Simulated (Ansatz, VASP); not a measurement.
## One calculation of Os, two programs

```
Os
1.0
     0.00000    1.92555    1.94500
     1.92555    0.00000    1.94500
     1.92555    1.92555    0.00000
Os
1
Direct
  0.00000 0.00000 0.00000
```

Change from the starting cell: equal xx and yy strain of -1 %, crystal datasets.

Alike in both runs: task electric field gradients; functional PBE; k mesh 14 × 14 × 14; occupations fermi-dirac, width 0.05 eV; no spin polarisation.

```csv
,VASP,Ansatz
version,VASP 6.6.1,Ansatz 0.2.0
potentials or method,"VASP PAW PBE potentials, release 64 (Os), cutoff 520 eV","all-electron PAW with datasets made for the crystal, scalar-relativistic"
```

```tsv
	VASP	Ansatz	Ansatz less VASP
pressure (GPa)	-2.3	-2.1	+0.17
traceless stress, the component that is largest in VASP (GPa)	-1.82	-1.84	-0.019
size of Vzz on the site where it differs most (V/Å²)	1.7	0.0	-1.63
```

Ansatz ran all-electron here, and VASP with PAW potentials.

Spin-orbit coupling is off throughout.
